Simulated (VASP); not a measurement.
# Te (P3_121) in VASP: further runs

The runs below take Te through single point, with PBE.

Program: VASP 6.6.1. These are calculated values, not measurements. Logs are shortened: lines on timing, memory, paths and dates and some standing lists are left out, and cuts for length are marked.

## (1) The cell of the first run

The structure is trigonal, space group P3_121 (No. 152). Conventional cell: a = 4.530 Å, b = 4.530 Å, c = 5.937 Å, α = 90.00°, β = 90.00°, γ = 120.00°. Te (site symmetry 2) has 6 Te at 2.89 to 3.51 Å within 3.8 Å.

## (2) Single point, PBE

Contents of INCAR:

```
SYSTEM = Te
PREC = Accurate ; ENCUT = 520
EDIFF = 1E-6 ; ISMEAR = -1
SIGMA = 0.05 ; LREAL = .False.
LASPH = .True. ; NELM = 60
ALGO = Normal ; ISIF = 2
LWAVE = .False. ; LCHARG = .False.
GGA = PE ; NBANDS = 16
```

Contents of KPOINTS:

```
regular mesh
0
Gamma
  3 3 2
  0 0 0
```

Contents of POSCAR:

```
Te
1.0
    4.5302708278      0.0000000000      0.0000000000
   -2.2651354139      3.9233296229      0.0000000000
    0.0000000000      0.0000000000      5.9374277250
Te
3
Direct
    0.2684005468      1.0000000000      0.3333333333
    0.0000000000      0.2684005468      0.6666666667
    0.7315994532      0.7315994532      0.0000000000
```

Potentials or basis: VASP PAW PBE potentials, release 64 (Te).

Command:

```sh
> cat potpaw_PBE.64/Te/POTCAR > POTCAR
> mpirun -np 1 vasp_std > vasp.out
```

OUTCAR:

```text
SYSTEM = Te
   PREC = Accurate
   ENCUT = 520
   EDIFF = 1E-6
   ISMEAR = -1
   LREAL = .False.
   LASPH = .True.
   NELM = 60
   ISIF = 2
   GGA = PE

 ion  position               nearest neighbor table
   1  0.268  0.000  0.333-   3 2.89   2 2.89   3 3.51   3 3.51   2 3.51   2 3.51
   2  0.000  0.268  0.667-   3 2.89   1 2.89   3 3.51   3 3.51   1 3.51   1 3.51
   3  0.732  0.732  0.000-   1 2.89   2 2.89   1 3.51   2 3.51   2 3.51   1 3.51

  LATTYP: Found a hexagonal cell.
 ALAT       =     4.5302708278
 C/A-ratio  =     1.3106120916

  Lattice vectors:

 A1 = (   4.5302708278,   0.0000000000,   0.0000000000)
 A2 = (  -2.2651354139,   3.9233296229,   0.0000000000)
 A3 = (   0.0000000000,   0.0000000000,   5.9374277250)

Analysis of symmetry for initial positions (statically):
=====================================================================
 Subroutine PRICEL returns:
 Original cell was already a primitive cell.

 Routine SETGRP: Setting up the symmetry group for a
 hexagonal supercell.

 Subroutine GETGRP returns: Found  6 space group operations
 (whereof  2 operations were pure point group operations)
 out of a pool of 24 trial point group operations.

The static configuration has the point symmetry C_2 .
 The point group associated with its full space group is D_3 .

Analysis of symmetry for dynamics (positions and initial velocities):
=====================================================================
 Subroutine PRICEL returns:
 Original cell was already a primitive cell.

 Routine SETGRP: Setting up the symmetry group for a
 hexagonal supercell.

 Subroutine GETGRP returns: Found  6 space group operations
 (whereof  2 operations were pure point group operations)
 out of a pool of 24 trial point group operations.

The dynamic configuration has the point symmetry C_2 .
 The point group associated with its full space group is D_3 .

 Subroutine INISYM returns: Found  6 space group operations
 (whereof  2 operations are pure point group operations),
 and found     1 'primitive' translations

----------------------------------------------------------------------------------------

                                     Primitive cell

  volume of cell :     105.5303

  direct lattice vectors                    reciprocal lattice vectors
     4.530270828  0.000000000  0.000000000     0.220737355  0.127442771  0.000000000
    -2.265135414  3.923329623  0.000000000     0.000000000  0.254885543  0.000000000
     0.000000000  0.000000000  5.937427725     0.000000000  0.000000000  0.168423103

  length of vectors
     4.530270828  4.530270828  5.937427725     0.254885543  0.254885543  0.168423103

  position of ions in fractional coordinates (direct lattice)
     0.268400547  0.000000000  0.333333333
     0.000000000  0.268400547  0.666666667
     0.731599453  0.731599453  0.000000000

  ion indices of the primitive-cell ions
   primitive index   ion index
                 1           1
                 2           2
                 3           3

----------------------------------------------------------------------------------------

 KPOINTS: regular mesh

Automatic generation of k-mesh.
 Grid dimensions read from file:
 generate k-points for:    3    3    2

 Generating k-lattice:

  Cartesian coordinates                     Fractional coordinates (reciprocal lattice)
     0.073579118  0.042480924  0.000000000     0.333333333  0.000000000  0.000000000
     0.000000000  0.084961848  0.000000000     0.000000000  0.333333333  0.000000000
     0.000000000  0.000000000  0.084211551     0.000000000  0.000000000  0.500000000

  Length of vectors
     0.084961848  0.084961848  0.084211551

  Shift w.r.t. Gamma in fractional coordinates (k-lattice)
     0.000000000  0.000000000  0.000000000

 Subroutine IBZKPT returns following result:
 ===========================================

 Found      6 irreducible k-points:

 Following reciprocal coordinates:
            Coordinates               Weight
  0.000000  0.000000  0.000000      1.000000
  0.333333 -0.000000  0.000000      6.000000
  0.333333  0.333333  0.000000      2.000000
  0.000000  0.000000  0.500000      1.000000
  0.333333 -0.000000  0.500000      6.000000
  0.333333  0.333333  0.500000      2.000000
   k-points           NKPTS =      6   k-points in BZ     NKDIM =      6   number of bands    NBANDS=     16
   number of dos      NEDOS =    301   number of ions     NIONS =      3
   total plane-waves  NPLWV =  62208
   dimension x,y,z NGX =    36 NGY =   36 NGZ =   48
   dimension x,y,z NGXF=    72 NGYF=   72 NGZF=   96
   ions per type =               3
   NGX,Y,Z   is equivalent  to a cutoff of  13.21, 13.21, 13.44 a.u.
   NGXF,Y,Z  is equivalent  to a cutoff of  26.42, 26.42, 26.88 a.u.
 SYSTEM =  Te
   PREC   = accura    normal or accurate (medium, high low for compatibility)
   ISTART =      0    job   : 0-new  1-cont  2-samecut
   ICHARG =      2    charge: 1-file 2-atom 10-const
   ISPIN  =      1    spin polarized calculation?
   LNONCOLLINEAR =      F non collinear calculations
   LSORBIT =      F    spin-orbit coupling
   LASPH  =      T    aspherical Exc in radial PAW
   ENCUT  =  520.0 eV  38.22 Ry    6.18 a.u.   8.42  8.42 11.04*2*pi/ulx,y,z
   NELM   =     60;   NELMIN=  2; NELMDL= -5     # of ELM steps
   EDIFF  = 0.1E-05   stopping-criterion for ELM
   LREAL  =      F    real-space projection
   EDIFFG = 0.1E-04   stopping-criterion for IOM
   NSW    =      0    number of steps for IOM
   IBRION =     -1    ionic relax: 0-MD 1-quasi-New 2-CG
   NFREE  =      0    steps in history (QN), initial steepest desc. (CG)
   ISIF   =      2    stress and relaxation
   ISYM   =      2    0-nonsym 1-usesym 2-fastsym
   POTIM  = 0.5000    time-step for ionic-motion
   TEBEG  =    0.0;   TEEND  =   0.0 temperature during run
   PSTRESS=    0.0 pullay stress
   NELECT =      18.0000    total number of electrons
   NUPDOWN=      -1.0000    fix difference up-down
   EMIN   =  10.00;   EMAX   =-10.00  energy-range for DOS
   EFERMI =   0.00;   METHOD = LEGACY
   ISMEAR =    -1;   SIGMA  =   0.05  broadening in eV -4-tet -1-fermi 0-gaus
   EFERMI_NEDOS =   21; number of points for ismear=-14 and -15
   IALGO  =     38    algorithm
   IMIX   =      4    mixing-type and parameters
     AMIX     =   0.40;   BMIX     =  1.00
     AMIX_MAG =   1.60;   BMIX_MAG =  1.00
  volume/ion in A,a.u.               =      35.18       237.38
  Fermi-wavevector in a.u.,A,eV,Ry     =   0.907904  1.715690 11.215140  0.824290
  Thomas-Fermi vector in A             =   2.031767
   LORBIT       =      0    0 simple, 1 ext, 2 COOP (PROOUT), +10 PAW based schemes
   GGA     = PE    functional components
   LHFCALC =     F    Hartree Fock is set to
   AEXX    =    0.0000 exact exchange contribution
   IVDW    =     0    specifies the selected vdW correction
   LEPSILON=     F    determine dielectric tensor
   LRPA    =     F    only Hartree local field effects (RPA)
 non-spin polarized calculation
  energy-cutoff  :      520.00
  volume of cell :      105.53
 maximum number of plane-waves:      2902
 NGX is ok and might be reduce to    36
   NGX = 17   NGY = 17   NGZ = 23

 number of electron      17.9999999 magnetization

 Free energy of the ion-electron system (eV)
  ---------------------------------------------------
  ext. energy  EPLUGINS =         0.00000000
  ---------------------------------------------------
  free energy    TOTEN  =        -9.26868556 eV

  energy without entropy =       -9.25936892  energy(sigma->0) =       -9.26402724

 E-fermi :   5.6484     XC(G=0):  -8.9027

 val. band max:        5.5114362419   @ k =   0.3333   0.3333   0.5000
 cond. band min:       5.7483593218   @ k =   0.3333   0.3333   0.5000
 fundamental gap:      0.2369230799
 Fermi energy:         5.6484190291

 k-point     1 :       0.0000    0.0000    0.0000
  band No.  band energies     occupation
      1      -7.8521      2.00000
      2      -4.6813      2.00000
      3      -4.6813      2.00000
      4       2.5125      2.00000
      5       2.7846      2.00000
      6       2.7846      2.00000
[... 8 lines left out ...]
     15      11.3946      0.00000
     16      11.8241      0.00000

 k-point     2 :       0.3333   -0.0000    0.0000
  band No.  band energies     occupation
      1      -7.2278      2.00000
      2      -5.0814      2.00000
      3      -4.5597      2.00000
      4       0.9016      2.00000
      5       1.4830      2.00000
      6       2.0353      2.00000
[... 8 lines left out ...]
     15      12.5325      0.00000
     16      13.3807      0.00000

 k-point     3 :       0.3333    0.3333    0.0000
  band No.  band energies     occupation
      1      -6.7178      2.00000
      2      -5.0585      2.00000
      3      -5.0585      2.00000
      4       1.2233      2.00000
      5       1.2233      2.00000
      6       2.5968      2.00000
[... 8 lines left out ...]
     15      11.3117      0.00000
     16      13.9547      0.00000

 k-point     4 :       0.0000    0.0000    0.5000
  band No.  band energies     occupation
      1      -6.9892      2.00000
      2      -6.9892      2.00000
      3      -2.7612      2.00000
      4       1.7578      2.00000
      5       2.8992      2.00000
      6       2.8992      2.00000
[... 8 lines left out ...]
     15      10.7932      0.00000
     16      12.6043      0.00000

 k-point     5 :       0.3333   -0.0000    0.5000
  band No.  band energies     occupation
      1      -6.5874      2.00000
      2      -6.4010      2.00000
      3      -3.8951      2.00000
      4       0.6371      2.00000
      5       1.9843      2.00000
      6       2.2499      2.00000
[... 8 lines left out ...]
     15      12.2969      0.00000
     16      12.6501      0.00000

 k-point     6 :       0.3333    0.3333    0.5000
  band No.  band energies     occupation
      1      -6.1463      2.00000
      2      -6.1463      2.00000
      3      -4.4870      2.00000
      4       0.5628      2.00000
      5       0.7185      2.00000
      6       0.7185      2.00000
[... 8 lines left out ...]
     15      12.0342      0.00000
     16      12.5112      0.00000

------------------------ aborting loop because EDIFF is reached ----------------------------------------

  FORCE on cell =-STRESS in cart. coord.  units (eV):
  Direction    XX          YY          ZZ          XY          YZ          ZX
  --------------------------------------------------------------------------------------
  -------------------------------------------------------------------------------------
  Total        0.4124262      0.4124262     -0.0490427      0.0000000     -0.0000000      0.0000000
  in kB        6.2615160      6.2615160     -0.7445732      0.0000000     -0.0000000      0.0000000
  external PRESSURE =       3.9261529 kB  Pullay stress =       0.0000000 kB

 VOLUME and BASIS-vectors are now :
 -----------------------------------------------------------------------------
  energy-cutoff  :      520.00
  volume of cell :      105.53
      direct lattice vectors                 reciprocal lattice vectors
     4.530270828  0.000000000  0.000000000     0.220737355  0.127442771  0.000000000
    -2.265135414  3.923329623  0.000000000     0.000000000  0.254885543  0.000000000
     0.000000000  0.000000000  5.937427725     0.000000000  0.000000000  0.168423103

 POSITION                                       TOTAL-FORCE (eV/Angst)
 -----------------------------------------------------------------------------------
      1.21593      0.00000      1.97914        -0.246274      0.000000      0.000000
     -0.60796      1.05302      3.95829         0.123137     -0.213280     -0.000000
      1.65717      2.87031      0.00000         0.123137      0.213280      0.000000
 -----------------------------------------------------------------------------------
    total drift:                                0.000000     -0.000000      0.000000

  FREE ENERGIE OF THE ION-ELECTRON SYSTEM (eV)
  ---------------------------------------------------
  free  energy   TOTEN  =        -9.2686855560 eV

  energy  without entropy=       -9.2593689172  energy(sigma->0) =       -9.26402724
```

It took 12 s on 1 thread of Intel Xeon 6975P-C, shared host; peak memory 0.23 GiB.

Results:

| Property | Result |
| --- | --- |
| Free energy | -9.2687 eV |
| Pressure | 0.4 GPa |
| Largest force | 0.246 eV/Å |
| Band gap on the k mesh | 0.24 eV, direct |

Forces in eV/Å, atoms in the order of the input:
```
Te  -0.246  0.000  0.000
Te   0.123 -0.213  0.000
Te   0.123  0.213  0.000
```

Caveat: the k points lie up to 0.53 Å⁻¹ apart; spin-orbit coupling is left out, which moves the levels of the heavy elements. A k mesh can miss the band edges.

## (3) Single point, PBE

Contents of INCAR:

```
PREC = Accurate ; ENCUT = 520
EDIFF = 1E-6 ; ISMEAR = -1
SIGMA = 0.05 ; LREAL = False
LASPH = True ; NELM = 100
ALGO = Normal ; ISIF = 2
LWAVE = False ; LCHARG = False
GGA = PE ; NBANDS = 16
```

Contents of KPOINTS:

```
regular mesh
0
Gamma
  4 4 3
```

POSCAR is that of step 2.

Potentials or basis: VASP PAW PBE potentials, release 64 (Te).

Command:

```sh
> cat potpaw_PBE.64/Te/POTCAR > POTCAR
> mpirun -np 1 vasp_std > vasp.out
```

OUTCAR:

```text
PREC = Accurate
   ENCUT = 520
   EDIFF = 1E-6
   ISMEAR = -1
   LREAL = False
   LASPH = True
   NELM = 100
   ISIF = 2
   GGA = PE

 ion  position               nearest neighbor table
   1  0.268  0.000  0.333-   3 2.89   2 2.89   3 3.51   3 3.51   2 3.51   2 3.51
   2  0.000  0.268  0.667-   3 2.89   1 2.89   3 3.51   3 3.51   1 3.51   1 3.51
   3  0.732  0.732  0.000-   1 2.89   2 2.89   1 3.51   2 3.51   2 3.51   1 3.51

  LATTYP: Found a hexagonal cell.
 ALAT       =     4.5302708278
 C/A-ratio  =     1.3106120916

  Lattice vectors:
[... 346 lines left out ...]

  FORCE on cell =-STRESS in cart. coord.  units (eV):
  Direction    XX          YY          ZZ          XY          YZ          ZX
  --------------------------------------------------------------------------------------
  -------------------------------------------------------------------------------------
  Total        0.1080226      0.1080226     -0.0426544      0.0000000      0.0000000      0.0000000
  in kB        1.6400158      1.6400158     -0.6475860      0.0000000      0.0000000      0.0000000
  external PRESSURE =       0.8774819 kB  Pullay stress =       0.0000000 kB

 VOLUME and BASIS-vectors are now :
 -----------------------------------------------------------------------------
  energy-cutoff  :      520.00
  volume of cell :      105.53
      direct lattice vectors                 reciprocal lattice vectors
     4.530270828  0.000000000  0.000000000     0.220737355  0.127442771  0.000000000
    -2.265135414  3.923329623  0.000000000     0.000000000  0.254885543  0.000000000
     0.000000000  0.000000000  5.937427725     0.000000000  0.000000000  0.168423103

 POSITION                                       TOTAL-FORCE (eV/Angst)
 -----------------------------------------------------------------------------------
      1.21593      0.00000      1.97914        -0.013375      0.000000      0.000000
     -0.60796      1.05302      3.95829         0.006687     -0.011583     -0.000000
      1.65717      2.87031      0.00000         0.006687      0.011583      0.000000
 -----------------------------------------------------------------------------------
    total drift:                                0.000000     -0.000000      0.000000

  FREE ENERGIE OF THE ION-ELECTRON SYSTEM (eV)
  ---------------------------------------------------
  free  energy   TOTEN  =        -9.4038119702 eV

  energy  without entropy=       -9.4037104104  energy(sigma->0) =       -9.40376119
```

stdout:

```text
POSCAR found type information on POSCAR Te
 POSCAR found :  1 types and       3 ions
 scaLAPACK will be used
 LDA part: xc-table for (Slater+PW92), standard interpolation
 POSCAR, INCAR and KPOINTS ok, starting setup
 FFT: planning ... GRIDC
 FFT: planning ... GRID_SOFT
 FFT: planning ... GRID
 WAVECAR not read
 entering main loop
```

Run time: 14 s. Hardware: 1 thread of Intel Xeon 6975P-C, shared host; peak memory 0.23 GiB.

Results:

| Property | Result |
| --- | --- |
| Free energy | -9.4038 eV |
| Pressure | 0.1 GPa |
| Largest force | 0.013 eV/Å |
| Band gap on the k mesh | 0.76 eV, indirect (least direct gap 1.02 eV) |

Forces on the atoms (eV/Å):
```
Te  -0.013  0.000  0.000
Te   0.007 -0.012  0.000
Te   0.007  0.012  0.000
```

Levels at points of the mesh, in eV from the valence-band top:
```
           k point  band 5  band 6  band 7  band 8  band 9  band 10  band 11  band 12  band 13  band 14
(0.00, 0.00, 0.00)   -2.49   -2.49   -1.38   -1.38   -0.57     1.24     1.24     1.77     5.29     5.29
(0.50, 0.00, 0.00)   -3.99   -3.21   -3.07   -0.74   -0.54     1.10     1.16     3.33     3.82     7.46
```

Caveat: spin-orbit coupling is left out, which moves the levels of the heavy elements. A k mesh can miss the band edges.

[end of part 1 of 2]
